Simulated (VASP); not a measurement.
Here is a VASP 6.6.1 calculation.

File INCAR:

```
SYSTEM = InSe
  PREC = Accurate
  ENCUT = 520
  EDIFF = 1E-6
  ISMEAR = 0
  SIGMA = 0.01
  LREAL = .False.
  LASPH = .True.
  NELM = 100
  ALGO = Normal
  ISIF = 2
  LWAVE = .False.
  LCHARG = .False.
  GGA = PS
  NBANDS = 27
```

KPOINTS

```
Automatic mesh
0
Gamma
  6 6 6
  0 0 0
```

The input POSCAR:

```
InSe
1.0
    1.9486951604      1.1250801252      8.2234935768
   -1.9486951604      1.1250801252      8.2234935768
    0.0000000000     -2.2501592760      8.2234935768
In Se
2 2
Direct
    0.0000000000      0.0000000000      0.0000000000
    0.1114000000      0.1114000000      0.1114000000
    0.6165000000      0.6165000000      0.6165000000
    0.8281000000      0.8281000000      0.8281000000
```

Potentials or basis: VASP PAW PBE potentials, release 64 (In_d, Se).

The run is started by

```bash
$ cat potpaw_PBE.64/In_d/POTCAR potpaw_PBE.64/Se/POTCAR > POTCAR
$ mpirun -np 1 vasp_std > vasp.out
```

**Question.** What does it give for the largest force?

**Answer.** 0.770 eV/Å.

**Question.** Predict the band gap on the k mesh.

**Answer.** 0.55 eV, direct.

**Question.** What does it give for the pressure?

**Answer.** 5.1 GPa.

Forces on the atoms (eV/Å):
```
In   0.000  0.000  0.654
In   0.000  0.000 -0.670
Se   0.000  0.000 -0.754
Se   0.000  0.000  0.770
```

Caveat: the PAW data sets were made with another functional, which shifts forces and pressure a little; spin-orbit coupling is left out, which moves the levels of the heavy elements. A hybrid or GW would open this gap; PBEsol tends to underestimate it.
